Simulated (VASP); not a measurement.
Crystal: BiS2.

```
CELL_PARAMETERS angstrom
6.15960 0.00000 0.00000
0.00000 6.15960 0.00000
0.00000 0.00000 4.38698
ATOMIC_POSITIONS crystal
Bi 0.00000 0.00000 0.00000
Bi 0.50000 0.50000 0.50000
S 0.31578 0.31578 0.00000
S 0.68422 0.68422 0.00000
S 0.18422 0.81578 0.50000
S 0.81578 0.18422 0.50000
```

```yaml
Program: VASP 6.6.1
Task: relaxation of cell and atoms
Functional: PBE
Potentials_or_basis: VASP PAW PBE potentials, release 64 (Bi_d, S)
Cutoff: 500 eV
k_mesh: 4 × 4 × 4
Occupations: gaussian, width 0.1 eV
Spin: no spin polarisation
```

At the start: pressure 0.6 GPa; volume 27.74 Å³/atom.

Where does the relaxation end?

Over 5 steps the energy falls by 3.2 meV/atom and the volume is 27.87 Å³/atom (+0.5 %); space group P4_2/mnm (No. 136, to 0.05 Å).

Step by step:
```csv
step,energy change (eV),largest force (eV/Å),pressure (GPa),volume (Å³)
1,0.0000,0.2921,0.58,166.44
2,-0.0150,0.1019,-0.39,168.86
3,-0.0151,0.1096,-0.35,168.76
4,-0.0189,0.0512,-0.06,167.70
5,-0.0193,0.0247,0.07,167.24
```

Final structure:
```cif
data_structure
_symmetry_space_group_name_H-M 'P 1'
_symmetry_Int_Tables_number 1
_cell_length_a 6.1500
_cell_length_b 6.1500
_cell_length_c 4.4217
_cell_angle_alpha 90.000
_cell_angle_beta 90.000
_cell_angle_gamma 90.000
_cell_volume 167.24
loop_
_atom_site_label
_atom_site_type_symbol
_atom_site_fract_x
_atom_site_fract_y
_atom_site_fract_z
_atom_site_occupancy
Bi1 Bi 0.00000 0.00000 0.00000 1
Bi2 Bi 0.50000 0.50000 0.50000 1
S1 S 0.31295 0.31295 0.00000 1
S2 S 0.68705 0.68705 0.00000 1
S3 S 0.18705 0.81295 0.50000 1
S4 S 0.81295 0.18705 0.50000 1
```
